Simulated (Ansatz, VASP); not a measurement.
## Two plane-wave programs on PbI2

The input INCAR:

```
ALGO = Normal
EDIFF = 1E-6
ENCUT = 500
GGA = PE
GGA_COMPAT = False
ISIF = 2
ISMEAR = -1
LASPH = True
LCHARG = False
LREAL = False
LWAVE = False
NBANDS = 21
NELM = 120
PREC = Accurate
SIGMA = 0.02
```

The input KPOINTS:

```
k-points
0
Gamma
  6 6 4
```

POSCAR

```
PbI2
1.0
    4.5640817504      0.0000000000      0.0000000000
   -2.2820408752      3.9526107408      0.0000000000
    0.0000000000      0.0000000000      7.3294124980
Pb I
1 2
Direct
    0.0000000000      0.0000000000      0.0000000000
    0.3333333333      0.6666666667      0.2586307178
    0.6666666667      0.3333333333      0.7413692822
```

Input for Ansatz:

```yaml
crystal:
  lattice:
    - [4.5640817504, 0.0, 0.0]
    - [-2.2820408752, 3.9526107408, 0.0]
    - [0.0, 0.0, 7.329412498]
  atoms:
    - { symbol: Pb, position: [0.0, 0.0, 0.0] }
    - { symbol: I, position: [0.3333333333, 0.6666666667, 0.2586307178] }
    - { symbol: I, position: [0.6666666667, 0.3333333333, 0.7413692822] }
kpoints:
  mp_grid: { grid: [6, 6, 4] }
  band_path:
    path:
      - [0.0, 0.0, 0.0]
      - [0.5, 0.0, 0.0]
      - [0.3333333333, 0.3333333333, 0.0]
      - [0.0, 0.0, 0.5]
      - [0.5, 0.0, 0.5]
      - [0.3333333333, 0.3333333333, 0.5]
    npoints: 1
hamiltonian:
  xc: pbe
scf:
  occupations: { method: fermi_dirac, width: 0.02 }
  n_extra_bands: 4
output:
  forces: true
  stress: true
  eigenvalues: true
```

Change from the starting cell: uniaxial_z strain +4.0%.

Alike in both runs: task single point; functional PBE; k mesh 6 × 6 × 4; occupations fermi-dirac, width 0.02 eV; no spin polarisation.

```csv
,VASP,Ansatz
version,VASP 6.6.1,Ansatz 0.2.0
potentials or method,"VASP PAW PBE potentials, release 64 (Pb_d, I)","plane waves, PAW"
plane-wave cutoff (eV),500,420
valence electrons in the cell,28,48
```

|  | VASP | Ansatz | Ansatz less VASP |
| --- | --- | --- | --- |
| gap on the k mesh at the Fermi level (eV) | 2.36 | 2.36 | 0.000 |
| pressure (GPa) | 0.8 | 0.9 | +0.02 |
| traceless stress, the component that is largest in VASP (GPa) | -0.21 | -0.21 | -0.001 |
| rms of the force components (eV/Å) | 0.019 | 0.020 | +0.0003 |

Atom by atom the forces differ by 0.000 eV/Å (rms over components). The functional is the same, so the differences come from potentials, cutoffs and numerics. VASP's potentials hold 28 valence electrons a cell and Ansatz's 48, so a difference there can come from the potentials and not from the codes.

Neither program's run includes spin-orbit coupling.
